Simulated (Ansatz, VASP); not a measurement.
## Al: VASP beside Ansatz

Contents of INCAR:

```
SYSTEM = Al
ALGO = Normal
EDIFF = 1E-6
ENCUT = 520
GGA = PE
ISIF = 2
ISMEAR = -1
LASPH = .TRUE.
LCHARG = .FALSE.
LREAL = .FALSE.
LWAVE = .FALSE.
NBANDS = 10
NELM = 100
PREC = Accurate
SIGMA = 0.1
```

KPOINTS

```
k-points
0
G
  15 15 15
  0 0 0
```

File POSCAR:

```
Al
1.0
    0.0000000000      2.8974739704      2.8974739704
    2.8974739704      0.0000000000      2.8974739704
    2.8974739704      2.8974739704      0.0000000000
Al
2
Direct
    0.1250000000      0.1250000000      0.1250000000
    0.8750000000      0.8750000000      0.8750000000
```

Input for Ansatz:

```yaml
crystal:
  lattice:
    - [0.0, 2.8974739704, 2.8974739704]
    - [2.8974739704, 0.0, 2.8974739704]
    - [2.8974739704, 2.8974739704, 0.0]
  atoms:
    - { symbol: Al, position: [0.125, 0.125, 0.125] }
    - { symbol: Al, position: [0.875, 0.875, 0.875] }
hamiltonian:
  xc: pbe
  pseudopotentials:
    kind: paw
    azcp:
      Al: "pseudopotentials/Al.paw.azcp"
basis:
  ecutwfc: 420
  fft_grid_basis: typed
kpoints:
  mp_grid: { grid: [15, 15, 15], shift: [0, 0, 0] }
magnetization:
  spin_polarized: false
scf:
  occupations: { method: fermi_dirac, width: 0.1 }
output:
  stress: true
```

Alike in both runs: task single point; functional PBE; k mesh 15 × 15 × 15; occupations fermi-dirac, width 0.1 eV; no spin polarisation.

```csv
,VASP,Ansatz
version,VASP 6.6.1,Ansatz 0.2.0
potentials or method,"VASP PAW PBE potentials, release 64 (Al), cutoff 520 eV","plane waves (420 eV) with PAW, scalar-relativistic"
valence electrons in the cell,6,6
```

|  | VASP | Ansatz | Ansatz less VASP |
| --- | --- | --- | --- |
| pressure (GPa) | 6.2 | 6.3 | +0.02 |
